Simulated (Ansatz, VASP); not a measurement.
# Two plane-wave programs on Si4O

```
Si O
1.0
     3.83334    0.00000    0.00000
     0.00000    3.83334    0.00000
     0.00000    0.00000   21.20348
Si O
4 1
Direct
  0.00000 0.50000 0.18865
  0.00000 0.00000 0.25257
  0.50000 0.00000 0.31919
  0.50000 0.50000 0.38218
  0.00000 0.00000 0.50008
```

Alike in both runs: task single point; functional PBE; dispersion D3(BJ); k mesh 7 × 7 × 1; occupations gaussian, width 0.05 eV; collinear spin.

|  | VASP | Ansatz |
| --- | --- | --- |
| version | VASP 6.6.1 | Ansatz 0.2.0 |
| potentials or method | VASP PAW PBE potentials, release 64 (Si, O), cutoff 520 eV | scalar-relativistic, plane waves, PAW |
| valence electrons in the cell | 22 | 22 |

Ansatz gave:

- gap on the k mesh at the Fermi level (eV): none
- rms of the force components (eV/Å): 0.156
- net moment per atom (μB): 0.40
- size of the moment on the site where the two differ most (μB): 1.80

Problem. Which values does VASP return?

Solution. gap on the k mesh at the Fermi level (eV): none; rms of the force components (eV/Å): 0.154; net moment per atom (μB): 0.40; size of the moment on the site where the two differ most (μB): 1.41.

Site moments also hang on the region over which each program counts them. Atom by atom the forces differ by 0.003 eV/Å (rms over components). A gap of «none» marks a metal or a gap that the smearing closes.
